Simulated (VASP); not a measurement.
A run of VASP 6.6.1 is set up as follows.

INCAR

```
PREC = Accurate
ENCUT = 520
EDIFF = 1E-6
ISMEAR = 0
SIGMA = 0.1
LREAL = False
LASPH = True
NELM = 80
ALGO = Fast
ISIF = 2
LWAVE = False
LCHARG = False
GGA = PE
NBANDS = 12
```

KPOINTS

```
Automatic mesh
0
Gamma
  16 16 16
```

POSCAR

```
Be3B
1.0
    3.0677922107      0.0000000000      0.0000000000
    0.0000000000      3.0677922107      0.0000000000
    0.0000000000      0.0000000000      3.0677922107
Be B
3 1
Direct
    0.0000000000      0.5000000000      0.5000000000
    0.5000000000      0.0000000000      0.5000000000
    0.5000000000      0.5000000000      0.0000000000
    0.0000000000      0.0000000000      0.0000000000
```

Potentials or basis: VASP PAW PBE potentials, release 64 (Be, B).

Run with:

```bash
$ cat potpaw_PBE.64/Be/POTCAR potpaw_PBE.64/B/POTCAR > POTCAR
$ mpirun -np 1 vasp_std > vasp.out
```

(1) Predict the band gap on the k mesh.

(2) What does it give for the pressure?

Answers

(1) zero (an odd number of electrons rules out a gap without spin polarisation).

(2) 0.2 GPa.
